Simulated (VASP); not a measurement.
## SnS2: single point with PBEsol

SnS2:

```
Sn S
1.0
     3.65093    0.00000    0.00000
    -1.82547    3.16180    0.00000
     0.00000    0.00000    6.06992
Sn S
1 2
Direct
  0.00000 0.00000 0.00000
  0.33333 0.66667 0.24283
  0.66667 0.33333 0.75717
```

| Property | Result |
| --- | --- |
| Program | VASP 6.6.1 |
| Task | single point |
| Functional | PBEsol |
| Potentials or basis | VASP PAW PBE potentials, release 64 (Sn_d, S) |
| Cutoff | 500 eV |
| k mesh | 12 × 12 × 6 |
| Occupations | fermi-dirac, width 0.05 eV |
| Spin | no spin polarisation |
| Dipole correction | no |
| Further INCAR settings | ALGO = Normal; EDIFF = 1e-06; NBANDS = 20 |

* Pressure: -0.1 GPa
* Band gap on the k mesh: 1.44 eV (least direct gap 1.83 eV)

Levels at points of the mesh, in eV from the valence-band top:
```csv
k point,band 9,band 10,band 11,band 12,band 13,band 14,band 15,band 16,band 17,band 18
"(0.00, 0.00, 0.00)",-0.53,-0.53,-0.21,-0.21,-0.06,1.98,3.66,5.44,5.44,8.71
"(0.50, 0.00, 0.00)",-4.34,-2.55,-2.41,-0.85,-0.21,1.68,4.48,6.01,6.25,7.45
"(0.00, 0.00, 0.50)",-1.73,-0.59,-0.59,-0.11,-0.11,3.05,3.71,5.25,5.25,8.92
"(0.50, 0.00, 0.50)",-4.68,-2.30,-1.81,-0.61,-0.47,1.47,4.69,5.58,6.32,6.90
```

It took 3.5 min on 1 thread of Intel Xeon 8259CL, on a shared host, peak memory 0.27 GiB.

Caveat: the PAW data sets were made with another functional, which shifts forces and pressure a little; spin-orbit coupling is left out, which moves the levels of the heavy elements; this functional lacks dispersion, which binds the layers, so the pressure and a relaxed spacing across them are unreliable. A k mesh can miss the band edges.
